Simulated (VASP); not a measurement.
# Cd (P6_3/mmc) in VASP: a series of runs, part 2 of 2

VASP 6.6.1. The steps go on from the part before.

**5. Single point, LDA (10.94 Å³/atom)**

This run uses another cell than the first one, of 10.94 Å³/atom.

File POSCAR:

```
Cd
1.0
    2.5038124142      0.0000000000      0.0000000000
   -1.2519062071      2.1683651570      0.0000000000
    0.0000000000      0.0000000000      4.0312555312
Cd
2
Direct
    0.3333333333      0.6666666667      0.2500000000
    0.6666666667      0.3333333333      0.7500000000
```

File INCAR.step1:

```
PREC = Accurate
ENCUT = 520
EDIFF = 1E-6
ISMEAR = -1
SIGMA = 0.1
LREAL = F
LASPH = T
NELM = 100
ALGO = Normal
ISIF = 2
LWAVE = F
LCHARG = T
NBANDS = 19
```

File KPOINTS.step1:

```
regular mesh
0
Gamma
  16 16 9
```

File INCAR.step2:

```
PREC = Accurate
ENCUT = 520
EDIFF = 1E-6
ISMEAR = -5
SIGMA = 0.1
LREAL = F
LASPH = T
NELM = 100
ALGO = Normal
ISIF = 2
LWAVE = F
LCHARG = F
LORBIT = 11
NEDOS = 2001
ICHARG = 11
```

File KPOINTS.step2:

```
regular mesh
0
Gamma
  24 24 14
```

Potentials or basis: VASP PAW LDA potentials, release 64 (Cd).

Launch:

```console
cat potpaw_LDA.64/Cd/POTCAR > POTCAR
cp INCAR.step1 INCAR
cp KPOINTS.step1 KPOINTS
mpirun -np 1 vasp_std > vasp.out
cp INCAR.step2 INCAR
cp KPOINTS.step2 KPOINTS
mpirun -np 1 vasp_std > vasp.out
```

OUTCAR:

```text
PREC = Accurate
   ENCUT = 520
   EDIFF = 1E-6
   ISMEAR = -5
   LREAL = F
   LASPH = T
   NELM = 100
   ISIF = 2
   LORBIT = 11
   ICHARG = 11

 ion  position               nearest neighbor table
   1  0.333  0.667  0.250-   2 2.48   2 2.48   2 2.48   2 2.48   2 2.48   2 2.48   2 3.52   2 3.52
                             2 3.52   2 3.52   2 3.52   2 3.52
   2  0.667  0.333  0.750-   1 2.48   1 2.48   1 2.48   1 2.48   1 2.48   1 2.48   1 3.52   1 3.52
                             1 3.52   1 3.52   1 3.52   1 3.52

  LATTYP: Found a hexagonal cell.
 ALAT       =     2.5038124142
 C/A-ratio  =     1.6100469461

  Lattice vectors:

 A1 = (   2.5038124142,   0.0000000000,   0.0000000000)
 A2 = (  -1.2519062071,   2.1683651570,   0.0000000000)
 A3 = (   0.0000000000,   0.0000000000,   4.0312555312)

Analysis of symmetry for initial positions (statically):
=====================================================================
 Subroutine PRICEL returns:
 Original cell was already a primitive cell.

 Routine SETGRP: Setting up the symmetry group for a
 hexagonal supercell.

 Subroutine GETGRP returns: Found 24 space group operations
 (whereof 12 operations were pure point group operations)
 out of a pool of 24 trial point group operations.

The static configuration has the point symmetry D_3d.
 The point group associated with its full space group is D_6h.

Analysis of symmetry for dynamics (positions and initial velocities):
=====================================================================
 Subroutine PRICEL returns:
 Original cell was already a primitive cell.

[... 129 lines left out ...]
     AMIX     =   0.40;   BMIX     =  1.00
     AMIX_MAG =   1.60;   BMIX_MAG =  1.00
  volume/ion in A,a.u.               =      10.94        73.85
  Fermi-wavevector in a.u.,A,eV,Ry     =   1.688186  3.190210 38.776241  2.849973
  Thomas-Fermi vector in A             =   2.770538
   LORBIT       =     11    0 simple, 1 ext, 2 COOP (PROOUT), +10 PAW based schemes
   GGA     = CA    functional components
   LHFCALC =     F    Hartree Fock is set to
   AEXX    =    0.0000 exact exchange contribution
   IVDW    =     0    specifies the selected vdW correction
   LEPSILON=     F    determine dielectric tensor
   LRPA    =     F    only Hartree local field effects (RPA)
 non-spin polarized calculation
 Fermi weights with tetrahedron method with Bloechl corrections
  energy-cutoff  :      520.00
  volume of cell :       21.89
 maximum number of plane-waves:       606
 NGX is ok and might be reduce to    20

 number of electron      23.9999999 magnetization

 Free energy of the ion-electron system (eV)
  ---------------------------------------------------
  ext. energy  EPLUGINS =         0.00000000
  ---------------------------------------------------
  free energy    TOTEN  =         3.81221331 eV

  energy without entropy =        3.81221331  energy(sigma->0) =        3.81221331

 E-fermi :  11.8545     XC(G=0): -15.4605

 val. band max:       12.1084636488   @ k =   0.3333   0.0417   0.0000
 cond. band min:      11.5450451107   @ k =   0.3333   0.3333   0.3571
 fundamental gap:     -0.5634185381
 Fermi energy:        11.8544734475

 k-point     1 :       0.0000    0.0000    0.0000
  band No.  band energies     occupation
      1      -5.5814      2.00000
      2      -4.8890      2.00000
      3      -2.3779      2.00000
      4      -2.3184      2.00000
      5      -2.3184      2.00000
      6      -1.8709      2.00000
[... 433 lines left out ...]
      3      -4.1342      2.00000
      4      -2.5827      2.00000
      5      -1.8042      2.00000
      6      -1.4644      2.00000
[... 8 lines left out ...]
     15      19.1474      0.00000
     16      19.5470      0.00000

 [... further k-points ...]

------------------------ aborting loop because EDIFF is reached ----------------------------------------

  FORCE on cell =-STRESS in cart. coord.  units (eV):
  Direction    XX          YY          ZZ          XY          YZ          ZX
  --------------------------------------------------------------------------------------
  -------------------------------------------------------------------------------------
  Total       31.5630787     31.5630787     31.4921804      0.0000000     -0.0000000      0.0000000
  in kB     2310.5501733   2310.5501733   2305.3601262      0.0000000     -0.0000000      0.0000000
  external PRESSURE =    2308.8201576 kB  Pullay stress =       0.0000000 kB

 VOLUME and BASIS-vectors are now :
 -----------------------------------------------------------------------------
  energy-cutoff  :      520.00
  volume of cell :       21.89
      direct lattice vectors                 reciprocal lattice vectors
     2.503812414  0.000000000  0.000000000     0.399390943  0.230588468  0.000000000
    -1.251906207  2.168365157  0.000000000     0.000000000  0.461176936  0.000000000
     0.000000000  0.000000000  4.031255531     0.000000000  0.000000000  0.248061675

 POSITION                                       TOTAL-FORCE (eV/Angst)
 -----------------------------------------------------------------------------------
     -0.00000      1.44558      1.00781        -0.000000      0.000000      0.000000
      1.25191      0.72279      3.02344         0.000000      0.000000     -0.000000
 -----------------------------------------------------------------------------------
    total drift:                               -0.000000      0.000000      0.000000

  FREE ENERGIE OF THE ION-ELECTRON SYSTEM (eV)
  ---------------------------------------------------
  free  energy   TOTEN  =         3.8122133142 eV

  energy  without entropy=        3.8122133142  energy(sigma->0) =        3.81221331

 total charge

# of ion       s       p       d       tot
------------------------------------------
    1        0.670   0.972   9.656  11.298
    2        0.670   0.972   9.656  11.298
--------------------------------------------------
tot          1.339   1.945  19.313  22.596
```

OSZICAR.step1:

```text
N       E                     dE             d eps       ncg     rms          rms(c)
DAV:   1     0.208131260643E+03    0.20813E+03   -0.14067E+04  5724   0.147E+03
DAV:   2     0.736165581303E+01   -0.20077E+03   -0.19544E+03  5892   0.388E+02
DAV:   3     0.338005790700E+01   -0.39816E+01   -0.39730E+01  6438   0.622E+01
DAV:   4     0.337009817132E+01   -0.99597E-02   -0.99590E-02  6219   0.296E+00
DAV:   5     0.337007256014E+01   -0.25611E-04   -0.25612E-04  6275   0.143E-01    0.335E+01
DAV:   6     0.368579850617E+01    0.31573E+00   -0.20596E-01  6220   0.757E+00    0.200E+01
DAV:   7     0.380095910837E+01    0.11516E+00   -0.78566E-02  6915   0.435E+00    0.993E-01
DAV:   8     0.380560247811E+01    0.46434E-02   -0.20993E-02  6156   0.220E+00    0.111E-01
DAV:   9     0.380557548016E+01   -0.26998E-04   -0.94687E-05  6325   0.863E-02    0.505E-02
DAV:  10     0.380556053940E+01   -0.14941E-04   -0.39201E-06  5860   0.185E-02    0.124E-02
DAV:  11     0.380556035343E+01   -0.18596E-06   -0.12135E-06  3654   0.147E-02
   1 F= 0.38055604E+01 E0= 0.38082497E+01  d E =-.537865E-02
```

Wall time 2.9 min (1 thread of Intel Xeon 8259CL, shared host); peak memory 0.27 GiB.

What came out:

```
Valence electrons inside the program's atomic spheres : Cd 11.30
```

Levels at points of the mesh, in eV from the Fermi level:
```
           k point  band 9  band 10  band 11  band 12  band 13  band 14  band 15  band 16
(0.00, 0.00, 0.00)  -13.22   -11.33   -11.33    -7.38    -0.20    13.17    16.53    16.63
(0.50, 0.00, 0.00)  -10.94   -10.88    -6.50    -4.00     3.42     3.43     7.57     7.62
(0.00, 0.00, 0.50)  -11.89   -11.89   -11.89   -11.89     9.26     9.26    13.94    13.94
(0.50, 0.00, 0.50)  -10.99   -10.99    -5.80    -5.80     0.78     0.78    12.01    12.06
```

Caveat: tetrahedron occupations give inexact forces and stress in metals.

**6. Single point, LDA**

This run uses another cell than the first one, of 19.90 Å³/atom.

File POSCAR:

```
Cd
1.0
    2.9256599272      0.0000000000      0.0000000000
   -1.4628299636      2.5336958198      0.0000000000
    0.0000000000      0.0000000000      5.3682598386
Cd
2
Direct
    0.3333333333      0.6666666667      0.2500000000
    0.6666666667      0.3333333333      0.7500000000
```

File INCAR.step1:

```
SYSTEM = Cd
PREC     = Accurate       ! precision mode
ENCUT    = 520            ! plane-wave cutoff, eV
EDIFF    = 1E-6           ! SCF threshold, eV
ISMEAR   = -1             ! smearing method
SIGMA    = 0.1            ! smearing width, eV
LREAL    = .FALSE.        ! projectors in reciprocal space
LASPH    = .TRUE.         ! aspherical terms in the spheres
NELM     = 100            ! most SCF steps
ALGO     = Normal         ! electronic algorithm
ISIF     = 2              ! what is computed and relaxed
LWAVE    = .FALSE.        ! write WAVECAR
LCHARG   = .TRUE.         ! write CHGCAR
NBANDS   = 19             ! bands
```

File KPOINTS.step1:

```
Automatic mesh
0
G
  16 16 9
  0 0 0
```

File INCAR.step2:

```
SYSTEM = Cd
PREC     = Accurate       ! precision mode
ENCUT    = 520            ! plane-wave cutoff, eV
EDIFF    = 1E-6           ! SCF threshold, eV
ISMEAR   = -5             ! smearing method
SIGMA    = 0.1            ! smearing width, eV
LREAL    = .FALSE.        ! projectors in reciprocal space
LASPH    = .TRUE.         ! aspherical terms in the spheres
NELM     = 100            ! most SCF steps
ALGO     = Normal         ! electronic algorithm
ISIF     = 2              ! what is computed and relaxed
LWAVE    = .FALSE.        ! write WAVECAR
LCHARG   = .FALSE.        ! write CHGCAR
LORBIT   = 10             ! projections on sites
NEDOS    = 1001           ! points of the DOS
ICHARG   = 11             ! starting density
```

File KPOINTS.step2:

```
Automatic mesh
0
G
  24 24 14
  0 0 0
```

Potentials or basis: VASP PAW LDA potentials, release 64 (Cd).

Launch:

```console
cat potpaw_LDA.64/Cd/POTCAR > POTCAR
cp INCAR.step1 INCAR
cp KPOINTS.step1 KPOINTS
mpirun -np 1 vasp_std > vasp.out
cp INCAR.step2 INCAR
cp KPOINTS.step2 KPOINTS
mpirun -np 1 vasp_std > vasp.out
```

Run time: 4.1 min. Hardware: 1 thread of Intel Xeon 8259CL, shared host; peak memory 0.37 GiB.

The run converged. Its results:

| Item | Value |
| --- | --- |
| Valence electrons inside the program's atomic spheres | Cd 10.36 |

Levels at points of the mesh, in eV from the Fermi level:
```
           k point  band 10  band 11  band 12  band 13  band 14  band 15
(0.00, 0.00, 0.00)    -8.53    -8.53    -3.36    -2.73    11.72    14.60
(0.50, 0.00, 0.00)    -8.23    -2.70    -2.06     2.20     3.06     3.64
(0.00, 0.00, 0.50)    -8.68    -7.86    -7.86     4.37     4.37    14.93
(0.50, 0.00, 0.50)    -8.25    -1.86    -1.86     0.12     0.12     8.72
```

Caveat: tetrahedron occupations give inexact forces and stress in metals.
